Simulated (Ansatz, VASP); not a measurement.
# One calculation of CaO, two programs

File INCAR:

```
SYSTEM = CaO
PREC = Accurate ; ENCUT = 520
EDIFF = 1E-6 ; ISMEAR = -1
SIGMA = 0.0625 ; LREAL = .FALSE.
LASPH = .TRUE. ; NELM = 60
ALGO = Normal ; ISIF = 2
LWAVE = .FALSE. ; LCHARG = .FALSE.
GGA = PS ; NBANDS = 15
```

KPOINTS

```
Automatic mesh
0
G
  9 9 9
  0 0 0
```

POSCAR

```
CaO
1.0
    0.0000000000      2.5138252900      2.5138252900
    2.5138252900      0.0000000000      2.5138252900
    2.5138252900      2.5138252900      0.0000000000
Ca O
1 1
Direct
    0.0000000000      0.0000000000      0.0000000000
    0.5000000000      0.5000000000      0.5000000000
```

Input for Ansatz:

```yaml
crystal:
  lattice:
    - [0.0, 2.51382529, 2.51382529]
    - [2.51382529, 0.0, 2.51382529]
    - [2.51382529, 2.51382529, 0.0]
  atoms:
    - { symbol: Ca, position: [0.0, 0.0, 0.0] }
    - { symbol: O, position: [0.5, 0.5, 0.5] }
  symmetry: { tolerance: 0.0003 }
kpoints:
  mp_grid: { grid: [9, 9, 9], shift: [0, 0, 0] }
  band_path:
    path:
      - [0.0, 0.0, 0.0]
      - [0.5, 0.0, 0.5]
      - [0.625, 0.25, 0.625]
      - [0.375, 0.375, 0.75]
      - [0.0, 0.0, 0.0]
      - [0.5, 0.5, 0.5]
      - [0.5, 0.25, 0.75]
      - [0.5, 0.0, 0.5]
    npoints: 8
magnetization:
  spin_polarized: false
scf:
  occupations: { method: fermi_dirac, width: 0.0625 }
  lower_state_search: "off"
  max_iter: 200
hamiltonian:
  pseudopotentials: { kind: paw }
  xc: pbesol
basis:
  ecutwfc: 420
  fft_grid_basis: typed
output:
  forces: true
  stress: true
  eigenvalues: true
  bader: true
  populations: true
  elf: true
  write_potential: true
  volumetric_format: npy
  dos:
    e_range: [-12, 8]
    de: 0.05
    projected: { site_lists: { Ca: [Ca], O: [O] } }
checkpoint:
  read: saved_state
```

Alike in both runs: task single point; functional PBEsol; k mesh 9 × 9 × 9; occupations fermi-dirac, width 0.0625 eV; no spin polarisation.

|  | VASP | Ansatz |
| --- | --- | --- |
| version | VASP 6.6.1 | Ansatz 0.2.0 |
| potentials or method | VASP PAW PBE potentials, release 64 (Ca_sv, O), cutoff 520 eV | PAW plane waves |
| valence electrons in the cell | 16 | 16 |

Ansatz gave:

| Property | Result |
| --- | --- |
| gap on the k mesh at the Fermi level (eV) | 3.58 |
| pressure (GPa) | -13.0 |

Question: What did VASP give for the same quantities?

Answer: gap on the k mesh at the Fermi level (eV): 3.57; pressure (GPa): -12.7.

VASP's potentials were made for PBE, not for PBEsol.
